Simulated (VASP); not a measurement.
Input of a VASP 6.6.1 run:

The input INCAR:

```
SYSTEM = Ir
PREC = Accurate
ENCUT = 520
EDIFF = 1E-7
ISMEAR = -1
SIGMA = 0.05
LREAL = .False.
LASPH = .True.
NELM = 100
ALGO = Normal
ISIF = 2
LWAVE = .False.
LCHARG = .True.
GGA = PS
LELF = .True.
LVHAR = .True.
NBANDS = 10
```

The input KPOINTS:

```
regular mesh
0
Gamma
  15 15 15
  0 0 0
```

File POSCAR:

```
Ir
1.0
    0.0000000000      1.9197000000      1.9772910000
    1.9197000000      0.0000000000      1.9772910000
    1.9197000000      1.9197000000      0.0000000000
Ir
1
Direct
    0.0000000000      0.0000000000      0.0000000000
```

Potentials or basis: VASP PAW PBE potentials, release 64 (Ir).

The run is started by

```console
$ cat potpaw_PBE.64/Ir/POTCAR > POTCAR
$ mpirun -np 1 vasp_std > vasp.out
```

Problem. What does it give for the pressure?

Solution. -12.1 GPa.

Stress tensor (GPa, compression positive):
```
 -8.49   0.00   0.00
  0.00  -8.49   0.00
  0.00   0.00 -19.26
```

Caveat: the cell differs from its parent crystal (zz strain of +3 %); the PAW data sets were made with another functional, which shifts forces and pressure a little.
